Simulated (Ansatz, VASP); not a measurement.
## One calculation of YN, two programs

```
Y N
1.0
     0.00000    2.42847    2.46615
     2.42847    0.00000    2.46615
     2.42847    2.42847    0.00000
Y N
1 1
Direct
  0.00000 0.00000 0.00000
  0.50000 0.50000 0.50000
```

Change from the starting cell: strained cell.

Alike in both runs: functional PBE; k mesh 10 × 10 × 10; occupations gaussian, width 0.01 eV; no spin polarisation.

Ansatz relaxed the structure, and its values are those at the end. VASP's run is a single point on that final structure, the one shown.

```csv
,VASP,Ansatz
version,VASP 6.6.1,Ansatz 0.2.0
potentials or method,"VASP PAW PBE potentials, release 64 (Y_sv, N), cutoff 600 eV","scalar-relativistic, plane waves, PAW"
valence electrons in the cell,16,16
```

Ansatz gave:

* gap on the k mesh at the Fermi level (eV): 0.15
* least direct gap on the mesh (eV): 0.54
* pressure (GPa): 2.5

Problem. Estimate VASP's values.

Solution. gap on the k mesh at the Fermi level (eV): 0.15; least direct gap on the mesh (eV): 0.53; pressure (GPa): 2.3.

Ansatz's warnings: stress scf threshold loose.
